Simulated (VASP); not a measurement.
## PbSe: single point with r2SCAN

Crystal: PbSe.

```
Pb Se
1.0
     0.00000    2.99604    2.99604
     2.99604    0.00000    2.99604
     2.99604    2.99604    0.00000
Pb Se
1 1
Cartesian
  0.0000 0.0000 0.0000
  2.9960 2.9960 2.9960
```

This cell differs from its parent crystal: strain -3.0%.

```json
{
 "Program": "VASP 6.6.1",
 "Task": "single point",
 "Functional": "r2SCAN",
 "Potentials or basis": "VASP PAW PBE potentials, release 64 (Pb_d, Se)",
 "Cutoff": "520 eV",
 "k mesh": "8 × 8 × 8",
 "Occupations": "fermi-dirac, width 0.02 eV",
 "Spin": "no spin polarisation",
 "Dipole correction": "no",
 "Further INCAR settings": "ALGO = Normal; EDIFF = 1e-06; NBANDS = 17"
}
```

```yaml
Pressure: 5.8 GPa
Band_gap_on_the_k_mesh: 0.33 eV
```

Levels at points of the mesh, in eV from the valence-band top:
```tsv
k point	band 8	band 9	band 10	band 11	band 12	band 13
(0.00, 0.00, 0.00)	-2.44	-2.44	-2.44	5.10	5.10	5.10
(0.50, 0.00, 0.00)	-1.96	-1.96	0.00	0.33	1.67	1.67
(0.50, 0.50, 0.00)	-5.82	-3.92	-3.92	3.65	6.17	6.17
```

It took 46 s on 1 thread of AMD EPYC 9R45 96-Core Processor (Zen 5) (shared host), peak memory 0.17 GiB.

Caveat: the cell differs from its parent crystal (strain -3.0%); the cell stands under pressure; the PAW data sets were made with another functional, which shifts forces and pressure a little; spin-orbit coupling is left out, which moves the levels of the heavy elements. A k mesh can miss the band edges.
